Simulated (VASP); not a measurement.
The system is Ca3H.

```xyz
4
Lattice="4.2053 0.0000 0.0000 0.0000 4.2053 0.0000 0.0000 0.0000 4.2053" Properties=species:S:1:pos:R:3 pbc="T T T"
Ca    2.1026    2.1026    0.0000
Ca    2.1026    0.0000    2.1026
Ca    0.0000    2.1026    2.1026
H     0.0000    0.0000    0.0000
```

The cell was built from a structure type or drawn by symmetry, and may not be a known phase.

| Property | Result |
| --- | --- |
| Program | VASP 6.6.1 |
| Task | relaxation of cell and atoms |
| Functional | PBE |
| Potentials or basis | VASP PAW PBE potentials, release 64 (Ca_sv, H) |
| Cutoff | 600 eV |
| k mesh | 4 × 4 × 4 |
| Occupations | gaussian, width 0.1 eV |
| Spin | no spin polarisation |

At the start: pressure 22.2 GPa; volume 18.59 Å³/atom.

**Question.** How do energy, volume and symmetry change on relaxing?

**Answer.** Over 5 steps the energy falls by 730.9 meV/atom and the volume is 34.10 Å³/atom (+83.4 %); space group Pm-3m (No. 221, to 0.1 Å) before and after.

The path:
```tsv
step	energy change (eV)	largest force (eV/Å)	pressure (GPa)	volume (Å³)
1	0.0000	0.0000	22.24	74.37
2	-2.4699	0.0000	5.74	105.75
3	-2.8941	0.0000	1.11	127.47
4	-2.9225	0.0000	0.20	134.61
5	-2.9237	0.0000	0.00	136.41
```

Final structure:
```cif
data_structure
_symmetry_space_group_name_H-M 'P 1'
_symmetry_Int_Tables_number 1
_cell_length_a 5.1477
_cell_length_b 5.1477
_cell_length_c 5.1477
_cell_angle_alpha 90.000
_cell_angle_beta 90.000
_cell_angle_gamma 90.000
_cell_volume 136.41
loop_
_atom_site_label
_atom_site_type_symbol
_atom_site_fract_x
_atom_site_fract_y
_atom_site_fract_z
_atom_site_occupancy
Ca1 Ca 0.50000 0.50000 0.00000 1
Ca2 Ca 0.50000 0.00000 0.50000 1
Ca3 Ca 0.00000 0.50000 0.50000 1
H1 H 0.00000 0.00000 0.00000 1
```

Caveat: the k points lie up to 0.31 Å⁻¹ apart in the final cell, too coarse for converged energies and pressures of a metal; the volume moved by over 15 % at a fixed basis, so the end points are rough.
